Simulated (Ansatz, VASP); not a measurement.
Cu in VASP and in Ansatz

```
CELL_PARAMETERS angstrom
0.00000 1.75898 1.75898
1.75898 0.00000 1.75898
1.75898 1.75898 0.00000
ATOMIC_POSITIONS crystal
Cu 0.00000 0.00000 0.00000
```

Alike in both runs: functional LDA; k mesh 20 × 20 × 20; occupations gaussian, width 0.1 eV; no spin polarisation.

Ansatz relaxed the structure, and its values are those at the end. VASP's run is a single point on that final structure, the one shown.

|  | VASP | Ansatz |
| --- | --- | --- |
| version | VASP 6.6.1 | Ansatz 0.2.0 |
| potentials or method | VASP PAW LDA potentials, release 64 (Cu_sv_GW), cutoff 700 eV | scalar-relativistic, plane waves, PAW |
| valence electrons in the cell | 19 | 19 |

```csv
,VASP,Ansatz,Ansatz less VASP
gap on the k mesh at the Fermi level (eV),none,none,-
pressure (GPa),-4.3,0.0,+4.35
```

Ansatz warns that its potentials were made for another functional, while VASP's fit it. LDA's correlation is that of Perdew and Zunger in VASP and of Perdew and Wang (1992) in Ansatz. A gap of «none» marks a metal or a gap that the smearing closes. One of these differences is far larger than is usual between the two programs; its cause wasn't traced.
